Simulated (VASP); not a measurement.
## GaAs: vibrations by perturbation theory with LDA

The system is GaAs.

```xyz
2
Lattice="0.0000 2.8017 2.8017 2.8017 0.0000 2.8017 2.8017 2.8017 0.0000" Properties=species:S:1:pos:R:3 pbc="T T T"
Ga    0.0000    0.0000    0.0000
As    4.2025    4.2025    4.2025
```

```
Program                : VASP 6.6.1
Task                   : vibrations by perturbation theory
Functional             : LDA
Potentials or basis    : VASP PAW LDA potentials, release 64 (Ga_d, As_d)
Cutoff                 : 510 eV
k mesh                 : 8 × 8 × 8
Occupations            : gaussian, width 0.01 eV
Spin                   : no spin polarisation
Dipole correction      : no
Further INCAR settings : ALGO = Normal; EDIFF = 1e-08; NBANDS = 21; IBRION = 8; NSW = 1
```

```
Electronic dielectric tensor (diagonal)                 : 29.28
Born charges (mean of the diagonal)                     : Ga +2.24; As -2.24 e
Highest phonon frequency at Γ, LO-TO splitting left out : 273 cm⁻¹
```

Phonon frequencies in cm⁻¹ (negative: imaginary):
```
              q point           frequencies
(0.000, 0.000, 0.000)  -2 -2 -2 273 273 273
```

Electronic dielectric tensor:
```
29.28  0.00  0.00
 0.00 29.28  0.00
 0.00  0.00 29.28
```

Born effective charge tensors (e):
atom 1, Ga
```
2.24 0.00 0.00
0.00 2.24 0.00
0.00 0.00 2.24
```
atom 2, As
```
-2.24  0.00  0.00
 0.00 -2.24  0.00
 0.00  0.00 -2.24
```

Run time: 11 min on 1 thread of Intel(R) Xeon(R) Platinum 8488C (Sapphire Rapids), on a shared host, peak memory 0.32 GiB.
